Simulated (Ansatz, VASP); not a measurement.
**NbRu3: VASP beside Ansatz**

Contents of INCAR:

```
PREC     = Accurate       # precision mode
ENCUT    = 520            # plane-wave cutoff, eV
EDIFF    = 1E-7           # SCF threshold, eV
ISMEAR   = -1             # smearing method
SIGMA    = 0.05           # smearing width, eV
LREAL    = False          # projectors in reciprocal space
LASPH    = True           # aspherical terms in the spheres
NELM     = 80             # most SCF steps
ALGO     = Normal         # electronic algorithm
ISIF     = 2              # what is computed and relaxed
LWAVE    = False          # write WAVECAR
LCHARG   = False          # write CHGCAR
GGA      = CA             # functional
NBANDS   = 36             # bands
```

The input KPOINTS:

```
Automatic mesh
0
Gamma
  9 9 9
```

The input POSCAR:

```
NbRu3
1.0
    3.8412000000      0.0000000000      0.0000000000
    0.0000000000      3.8412000000      0.0000000000
    0.0000000000      0.0000000000      3.8800000000
Nb Ru
1 3
Direct
    0.0000000000      0.0000000000      0.0000000000
    0.0000000000      0.5000000000      0.5000000000
    0.5000000000      0.0000000000      0.5000000000
    0.5000000000      0.5000000000      0.0000000000
```

Input for Ansatz:

```yaml
crystal:
  lattice:
    - [3.8412, 0.0, 0.0]
    - [0.0, 3.8412, 0.0]
    - [0.0, 0.0, 3.88]
  atoms:
    - { symbol: Nb, position: [0.0, 0.0, 0.0] }
    - { symbol: Ru, position: [0.0, 0.5, 0.5] }
    - { symbol: Ru, position: [0.5, 0.0, 0.5] }
    - { symbol: Ru, position: [0.5, 0.5, 0.0] }
kpoints:
  mp_grid: { grid: [9, 9, 9] }
  band_path:
    path:
      - [0.0, 0.0, 0.0]
      - [0.0, 0.5, 0.0]
      - [0.5, 0.5, 0.0]
      - [0.0, 0.0, 0.0]
      - [0.0, 0.0, 0.5]
      - [0.0, 0.5, 0.5]
      - [0.5, 0.5, 0.5]
      - [0.0, 0.0, 0.5]
      - [0.0, 0.5, 0.0]
    npoints: 5
scf:
  occupations: { method: fermi_dirac, width: 0.05 }
hamiltonian:
  xc: lda
  pseudopotentials: { kind: all_electron, lapw: { basis_error: 0.001 } }
output:
  forces: true
  stress: true
  eigenvalues: true
```

Change from the starting cell: equal xx and yy strain of -1 %.

Alike in both runs: task single point; functional LDA; k mesh 9 × 9 × 9; occupations fermi-dirac, width 0.05 eV; no spin polarisation.

|  | VASP | Ansatz |
| --- | --- | --- |
| version | VASP 6.6.1 | Ansatz 0.2.0 |
| potentials or method | VASP PAW LDA potentials, release 64 (Nb_sv, Ru_pv), cutoff 520 eV | all-electron LAPW, scalar-relativistic |

|  | VASP | Ansatz | Ansatz less VASP |
| --- | --- | --- | --- |
| pressure (GPa) | -5.5 | -5.9 | -0.46 |
| traceless stress, the component that is largest in VASP (GPa) | -1.16 | -1.15 | +0.006 |

LDA's correlation is that of Perdew and Zunger in VASP and of Perdew and Wang (1992) in Ansatz. Ansatz ran all-electron here, and VASP with PAW potentials.
